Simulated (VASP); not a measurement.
# KH5 (Fmm2) in VASP: vibrations by perturbation theory with PBE

Aim: the vibrations by perturbation theory of KH5 with PBE.

All numbers are computed with VASP 6.6.1; they aren't measurements. Logs are shortened: lines on timing, memory, paths and dates and some standing lists are left out, and cuts for length are marked.

### 1 The cell of the first run

It takes space group Fmm2 (No. 42, orthorhombic). Conventional cell: a = 5.543 Å, b = 11.072 Å, c = 5.607 Å, α = 90.00°, β = 90.00°, γ = 90.00°. Within 3.7 Å of K (site symmetry mm2) lie 12 H at 2.77 to 3.29 Å. H (site symmetry m) has 1 H at 0.76 Å within 1.0 Å. H (site symmetry m) has 1 H at 0.76 Å within 1.0 Å. H (site symmetry mm2) has 8 H at 2.70 to 3.51 Å and 4 K at 2.77 to 2.81 Å within 3.6 Å.

### 2 Vibrations by perturbation theory, PBE

INCAR reads:

```
  ALGO = Normal
  EDIFF = 1E-8
  ENCUT = 520
  GGA = PE
  IBRION = 8
  ISIF = 2
  ISMEAR = 0
  LASPH = True
  LCHARG = True
  LEPSILON = True
  LREAL = False
  LWAVE = False
  NELM = 100
  NSW = 1
  PREC = Accurate
  SIGMA = 0.01
```

KPOINTS reads:

```
k-points
0
Gamma
  6 6 6
```

POSCAR reads:

```
KH5
1.0
    0.0000000000      5.5362204260      2.8035139276
    2.7716615313      0.0000000000      2.8035139276
    2.7716615313      5.5362204260      0.0000000000
K H
1 5
Direct
    0.5026982441      0.5026982441      0.4973017559
    0.9830277500      0.4251824401      0.5748175599
    0.0201894920      0.5654755297      0.4345244703
    0.5654755297      0.0201894920      0.9798105080
    0.4251824401      0.9830277500      0.0169722500
    0.0017299754      0.0017299754      0.9982700246
```

Potentials or basis: VASP PAW PBE potentials, release 64 (K_sv, H).

Run with:

```bash
> cat potpaw_PBE.64/K_sv/POTCAR potpaw_PBE.64/H/POTCAR > POTCAR
> mpirun -np 1 vasp_std > vasp.out
```

OUTCAR:

```text
EDIFF = 1E-8
   ENCUT = 520
   GGA = PE
   IBRION = 8
   ISIF = 2
   ISMEAR = 0
   LASPH = True
   LEPSILON = True
   LREAL = False
   NELM = 100
   NSW = 1
   PREC = Accurate

 ion  position               nearest neighbor table
   1  0.503  0.503  0.497-
   2  0.983  0.425  0.575-   3 0.76
   3  0.020  0.565  0.435-   2 0.76
   4  0.565  0.020  0.980-   5 0.76
   5  0.425  0.983  0.017-   4 0.76
   6  0.002  0.002  0.998-

  LATTYP: Found a face centered orthorhombic cell.
 ALAT       =     5.5433230626
 B/A-ratio  =     1.0114921667
 C/A-ratio  =     1.9974374084

  Lattice vectors:

 A1 = (   0.0000000000,   5.5362204260,   2.8035139276)
 A2 = (  -2.7716615313,   5.5362204260,   0.0000000000)
 A3 = (  -2.7716615313,   0.0000000000,   2.8035139276)

Analysis of symmetry for initial positions (statically):
=====================================================================
 Subroutine PRICEL returns:
 Original cell was already a primitive cell.

 Routine SETGRP: Setting up the symmetry group for a
 face centered orthorhombic supercell.

 Subroutine GETGRP returns: Found  4 space group operations
 (whereof  4 operations were pure point group operations)
 out of a pool of  8 trial point group operations.

The static configuration has the point symmetry C_2v.

Analysis of symmetry for dynamics (positions and initial velocities):
=====================================================================
 Subroutine PRICEL returns:
 Original cell was already a primitive cell.

 Routine SETGRP: Setting up the symmetry group for a
 face centered orthorhombic supercell.

 Subroutine GETGRP returns: Found  4 space group operations
 (whereof  4 operations were pure point group operations)
 out of a pool of  8 trial point group operations.

The dynamic configuration has the point symmetry C_2v.

 Subroutine INISYM returns: Found  4 space group operations
 (whereof  4 operations are pure point group operations),
 and found     1 'primitive' translations

----------------------------------------------------------------------------------------

                                     Primitive cell

  volume of cell :      86.0372

  direct lattice vectors                    reciprocal lattice vectors
     0.000000000  5.536220426  2.803513928    -0.180397207  0.090314323  0.178347607
     2.771661531  0.000000000  2.803513928     0.180397207 -0.090314323  0.178347607
     2.771661531  5.536220426  0.000000000     0.180397207  0.090314323 -0.178347607

  length of vectors
[... 585 lines left out ...]
  x     0.00000     0.00000     0.00000     0.00000     0.00000    -0.00008
  y     0.00000     0.00000     0.00000     0.00000    -0.01798     0.00000
  z    -0.00044     0.01103    -0.00541     0.00000     0.00000     0.00000

 PIEZOELECTRIC TENSOR (including local field effects)  for field in x, y, z        (C/m^2)
          XX          YY          ZZ          XY          YZ          ZX
  --------------------------------------------------------------------------------
  x     0.00000     0.00000     0.00000     0.00000     0.00000    -0.00001
  y     0.00000     0.00000     0.00000     0.00000    -0.00335     0.00000
  z    -0.00008     0.00205    -0.00101     0.00000     0.00000     0.00000

 BORN EFFECTIVE CHARGES (including local field effects) (in |e|, cummulative output)
 ---------------------------------------------------------------------------------
 ion    1
    1     1.02513     0.00000     0.00000
    2     0.00000     0.93096     0.00000
    3     0.00000     0.00000     1.03326
 ion    2
    1    -0.01773     0.00000     0.00000
    2     0.00000     0.04814    -0.06033
    3     0.00000    -0.04721     0.00828
 ion    3
    1    -0.01272     0.00000     0.00000
    2     0.00000    -0.00153    -0.02911
    3     0.00000    -0.02424    -0.00744
 ion    4
    1    -0.01272     0.00000     0.00000
    2     0.00000    -0.00153     0.02911
    3     0.00000     0.02424    -0.00744
 ion    5
    1    -0.01773     0.00000     0.00000
    2     0.00000     0.04814     0.06033
    3     0.00000     0.04721     0.00828
 ion    6
    1    -0.96423     0.00000     0.00000
    2     0.00000    -1.02419     0.00000
    3     0.00000     0.00000    -1.03495

 INTERNAL STRAIN TENSOR FOR ION    6 for displacements in x,y,z  (eV/Angst):
          X           Y           Z          XY          YZ          ZX
  --------------------------------------------------------------------------------
  x     0.00000     0.00000     0.00000     0.00000     0.00000    -0.00188
  y     0.00000     0.00000     0.00000     0.00000     0.07977     0.00000
  z    -0.00218     0.03895    -0.04890     0.00000     0.00000     0.00000

 SECOND DERIVATIVES (NOT SYMMETRIZED)
 ------------------------------------
               1X          1Y          1Z          2X          2Y          2Z          3X          3Y          3Z          4X          4Y          4Z          5X          5Y          5Z          6X          6Y          6Z
  1X    -0.899557    0.000000    0.000000    0.008866    0.000000    0.000000    0.000448    0.000000   -0.000000    0.000448    0.000000   -0.000000    0.008866    0.000000    0.000000    0.880928    0.000000    0.000000
  1Y     0.000000   -0.709808    0.000000    0.000000    0.093299    0.050825    0.000000    0.094835    0.051005    0.000000    0.094835   -0.051005    0.000000    0.093299   -0.050825    0.000000    0.333540    0.000000
  1Z     0.000000    0.000000   -0.953054    0.000000    0.073492    0.061024    0.000000    0.061131    0.051819    0.000000   -0.061131    0.051819    0.000000   -0.073492    0.061024    0.000000    0.000000    0.727366
  2X     0.008063    0.000000    0.000000   -0.477082    0.000000    0.000000    0.248248    0.000000    0.000000    0.076934    0.000000    0.000000    0.111668    0.000000    0.000000    0.032168    0.000000    0.000000
  2Y     0.000000    0.089331    0.073615    0.000000  -18.425285   15.522588    0.000000   18.390377  -15.612589    0.000000   -0.139440    0.017847    0.000000    0.111028   -0.002577    0.000000   -0.026011    0.001116
  2Z     0.000000    0.052782    0.059769    0.000000   15.523057  -14.412123    0.000000  -15.609910   14.126540    0.000000   -0.005743    0.106817    0.000000    0.003007    0.096408    0.000000    0.036807    0.022589
  3X     0.000030    0.000000    0.000000    0.248518    0.000000    0.000000   -0.453991    0.000000    0.000000    0.112686    0.000000    0.000000    0.077309    0.000000    0.000000    0.015448    0.000000    0.000000
  3Y     0.000000    0.094890    0.060884    0.000000   18.389217  -15.608828    0.000000  -18.487889   15.578671    0.000000    0.111989   -0.004884    0.000000   -0.140658    0.004336    0.000000    0.032452   -0.030179
  3Z     0.000000    0.049043    0.051627    0.000000  -15.611370   14.125252    0.000000   15.577846  -14.411930    0.000000    0.004022    0.098633    0.000000   -0.016626    0.109441    0.000000   -0.002914    0.026976
  4X     0.000030    0.000000    0.000000    0.077309    0.000000    0.000000    0.112686    0.000000    0.000000   -0.453991    0.000000    0.000000    0.248518    0.000000    0.000000    0.015448    0.000000    0.000000
  4Y     0.000000    0.094890   -0.060884    0.000000   -0.140658   -0.004336    0.000000    0.111989    0.004884    0.000000  -18.487889  -15.578671    0.000000   18.389217   15.608828    0.000000    0.032452    0.030179
  4Z     0.000000   -0.049043    0.051627    0.000000    0.016626    0.109441    0.000000   -0.004022    0.098633    0.000000  -15.577846  -14.411930    0.000000   15.611370   14.125252    0.000000    0.002914    0.026976
  5X     0.008063    0.000000    0.000000    0.111668    0.000000    0.000000    0.076934    0.000000    0.000000    0.248248    0.000000    0.000000   -0.477082    0.000000    0.000000    0.032168    0.000000    0.000000
  5Y     0.000000    0.089331   -0.073615    0.000000    0.111028    0.002577    0.000000   -0.139440   -0.017847    0.000000   18.390377   15.612589    0.000000  -18.425285  -15.522588    0.000000   -0.026011   -0.001116
  5Z     0.000000   -0.052782    0.059769    0.000000   -0.003007    0.096408    0.000000    0.005743    0.106817    0.000000   15.609910   14.126540    0.000000  -15.523057  -14.412123    0.000000   -0.036807    0.022589
  6X     0.880666    0.000000    0.000000    0.032952    0.000000    0.000000    0.015742    0.000000    0.000000    0.015742    0.000000    0.000000    0.032952    0.000000    0.000000   -0.978054    0.000000    0.000000
  6Y     0.000000    0.332253    0.000000    0.000000   -0.026712    0.037451    0.000000    0.033971   -0.003398    0.000000    0.033971    0.003398    0.000000   -0.026712   -0.037451    0.000000   -0.346773    0.000000
  6Z     0.000000    0.000000    0.727138    0.000000    0.001206    0.023759    0.000000   -0.030148    0.026785    0.000000    0.030148    0.026785    0.000000   -0.001206    0.023759    0.000000    0.000000   -0.828227

 Eigenvectors and eigenvalues of the dynamical matrix
 ----------------------------------------------------

   1 f  =  125.321869 THz   787.420523 2PiTHz 4180.287569 cm-1   518.289370 meV
             X         Y         Z           dx          dy          dz
      2.771662  5.536220  2.818643    -0.000000   -0.000000   -0.000008
      2.771662  8.624575  3.947937    -0.000000    0.376475   -0.328516
      2.771662  2.517397  1.641920    -0.000000   -0.377173    0.328762
      2.771662  8.555044  1.641920    -0.000000    0.377173    0.328762
      2.771662  2.447866  3.947937    -0.000000   -0.376475   -0.328516
      2.771662  5.536220  0.009700     0.000000    0.000000   -0.000411
[... 145 lines left out ...]
  18 f/i=    0.407819 THz     2.562401 2PiTHz   13.603368 cm-1     1.686602 meV
             X         Y         Z           dx          dy          dz
      2.771662  5.536220  2.818643     0.000000   -0.000000   -0.095163
      2.771662  8.624575  3.947937     0.000000   -0.416403    0.272672
      2.771662  2.517397  1.641920     0.000000   -0.413348    0.275118
      2.771662  8.555044  1.641920     0.000000    0.413348    0.275118
      2.771662  2.447866  3.947937     0.000000    0.416403    0.272672
      2.771662  5.536220  0.009700     0.000000   -0.000000    0.048654

--------------------------------------------------------------------------------------------------------

 MACROSCOPIC STATIC DIELECTRIC TENSOR IONIC CONTRIBUTION
 ------------------------------------------------------
           2.488894     0.000000     0.000000
           0.000000     6.594113     0.000000
           0.000000    -0.000000     2.825714
 ------------------------------------------------------

 ELASTIC MODULI CONTR FROM IONIC RELAXATION (kBar)
 Direction    XX          YY          ZZ          XY          YZ          ZX
 --------------------------------------------------------------------------------
 XX          -0.2707      8.3417      5.4847     -0.0000     -0.0000     -0.0000
 YY           8.3417   -261.0726   -174.3599      0.0000      0.0000      0.0000
 ZZ           5.4847   -174.3599   -122.1726      0.0000     -0.0000      0.0000
 XY          -0.0000      0.0000      0.0000     -1.9590      0.0000     -0.0000
 YZ          -0.0000     -0.0000      0.0000      0.0000   -204.6592      0.0000
 ZX          -0.0000      0.0000      0.0000     -0.0000      0.0000     -1.4506
 --------------------------------------------------------------------------------

 PIEZOELECTRIC TENSOR IONIC CONTR  for field in x, y, z        (C/m^2)
          XX          YY          ZZ          XY          YZ          ZX
  --------------------------------------------------------------------------------
  x    -0.00000     0.00000     0.00000    -0.00000     0.00000    -0.00086
  y    -0.00000    -0.00000    -0.00000    -0.00000    -0.01610    -0.00000
  z    -0.00027    -0.00378     0.01314     0.00000    -0.00000    -0.00000
```

It took 29 min on 1 thread of Intel Xeon Platinum 8488C (Sapphire Rapids), shared host; peak memory 0.59 GiB.

What came out:

| Quantity | Value |
| --- | --- |
| Electronic dielectric tensor (diagonal) | 2.18, 2.60, 2.37 |
| Born charges (mean of the diagonal) | K +1.00; H +0.01, -0.01, -1.01 (each value once) e |
| Highest phonon frequency at Γ | 4180 cm⁻¹ |

Phonon frequencies in cm⁻¹ (negative: imaginary):
```tsv
q point	frequencies
(0.000, 0.000, 0.000)	-14 -1 -1 1 87 158 183 308 332 372 429 451 480 522 553 614 4172 4180
```

Electronic dielectric tensor:
```
2.18 0.00 0.00
0.00 2.60 0.00
0.00 0.00 2.37
```

Born effective charge tensors (e):
atom 1, K
```
1.03 0.00 0.00
0.00 0.93 0.00
0.00 0.00 1.03
```
atom 2, H
```
-0.02  0.00  0.00
 0.00  0.05 -0.06
 0.00 -0.05  0.01
```
atom 3, H
```
-0.01  0.00  0.00
 0.00  0.00 -0.03
 0.00 -0.02 -0.01
```
atom 4, H
```
-0.01  0.00  0.00
 0.00  0.00  0.03
 0.00  0.02 -0.01
```
atom 5, H
```
-0.02  0.00  0.00
 0.00  0.05  0.06
 0.00  0.05  0.01
```
atom 6, H
```
-0.96  0.00  0.00
 0.00 -1.02  0.00
 0.00  0.00 -1.03
```

Caveat: some modes are imaginary.
